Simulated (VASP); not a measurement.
Set up this calculation in VASP 6.6.1, as the native input.

```
Task                   : single point
Functional             : PBEsol
Potentials or basis    : VASP PAW PBE potentials, release 64 (O, C, S, H)
Cutoff                 : 520 eV
k mesh                 : 1 × 1 × 1
Occupations            : fermi-dirac, width 0.02 eV
Spin                   : no spin polarisation
Dipole correction      : no
Further INCAR settings : LREAL = Auto; ALGO = Normal; EDIFF = 1e-07; NBANDS = 63
```

The structure of H2CSO lies in POSCAR:

```
H2CSO
1.0
    7.9817290000      0.0000000000      0.0000000000
    0.0000000000      7.9817290000      0.0000000000
    0.0000000000      0.0000000000      7.9817290000
O C S H
5 5 5 10
Direct
    0.8436392666      0.2131242491      0.1151630179
    0.5628980889      0.0185799342      0.6078006407
    0.3369069534      0.6843254137      0.4043484814
    0.0151721513      0.2394719239      0.6361654223
    0.2447965848      1.0890622821      0.8068427279
    0.8709140588      0.3426575871      0.1717046520
    0.5697762978      0.1661920619      0.5840463889
    0.3959668388      0.7641702694      0.2936331213
    0.0810225454      0.3429081594      0.7118758354
    0.1367498195      0.9948345778      0.8017185249
    0.9093769032      0.5203258592      0.2309023521
    0.5789723004      0.3584311119      0.5598160499
    0.4766260543      0.8666793874      0.1407464473
    0.1696750165      0.4842559801      0.8125056614
    0.0109875943      0.8445413268      0.8020818547
   -0.0039339847      0.8260240356      0.4095603847
    0.0059510915      0.8642112505      0.3285879538
    0.1530244888      0.1846842958      0.2658947704
    0.1826671890      0.2883961608      0.2766317924
    0.4994657173      0.4260104546      0.1671066507
    0.5440926396      0.3814587040      0.0995273079
    0.6675370712      0.7018404158      0.5154522285
    0.7272985590      0.6720724294      0.5793857446
    0.5768549646      0.6245388687      0.8403066554
    0.5708161728      0.5461974467      0.7966193791
```

These files were run (other wordings do the same):

INCAR

```
PREC = Accurate
ENCUT = 520
EDIFF = 1E-7
ISMEAR = -1
SIGMA = 0.02
LREAL = Auto
LASPH = True
NELM = 60
ALGO = Normal
ISIF = 2
LWAVE = False
LCHARG = True
GGA = PS
LELF = True
LVHAR = True
NBANDS = 63
```

KPOINTS

```
Automatic mesh
0
Gamma
  1 1 1
```

Potentials or basis: VASP PAW PBE potentials, release 64 (O, C, S, H).

Run with:

```sh
$ cat potpaw_PBE.64/O/POTCAR potpaw_PBE.64/C/POTCAR potpaw_PBE.64/S/POTCAR potpaw_PBE.64/H/POTCAR > POTCAR
$ mpirun -np 1 vasp_gam > vasp.out
```

Results of the run:

```yaml
Pressure: 1.1 GPa
Largest_force: 3.479 eV/Å
```

Caveat: the k points lie up to 0.79 Å⁻¹ apart; the PAW data sets were made with another functional, which shifts forces and pressure a little.

It took 36 s on 1 thread of Intel(R) Xeon(R) 6975P-C (Granite Rapids), with other jobs on the host, peak memory 0.48 GiB.
